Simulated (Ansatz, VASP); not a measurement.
**Ir in VASP and in Ansatz**

```
Ir
1.0
     2.70524    0.00000    0.00000
    -1.35262    2.34281    0.00000
     0.00000    0.00000    4.38624
Ir
2
Direct
  0.66667 0.33333 0.75000
  0.33333 0.66667 0.25000
```

Alike in both runs: task single point; functional LDA; k mesh 18 × 18 × 10; occupations gaussian, width 0.15 eV; no spin polarisation.

|  | VASP | Ansatz |
| --- | --- | --- |
| version | VASP 6.6.1 | Ansatz 0.2.0 |
| potentials or method | VASP PAW LDA potentials, release 64 (Ir_sv_GW), cutoff 560 eV | scalar-relativistic, plane waves, PAW |
| valence electrons in the cell | 34 | 34 |

|  | VASP | Ansatz | Ansatz less VASP |
| --- | --- | --- | --- |
| gap on the k mesh at the Fermi level (eV) | none | none | - |
| pressure (GPa) | -0.3 | 0.1 | +0.36 |

Ansatz warns that its potentials were made for another functional, while VASP's fit it. LDA's correlation is that of Perdew and Zunger in VASP and of Perdew and Wang (1992) in Ansatz. A gap of «none» marks a metal or a gap that the smearing closes.

Spin-orbit coupling is off throughout.
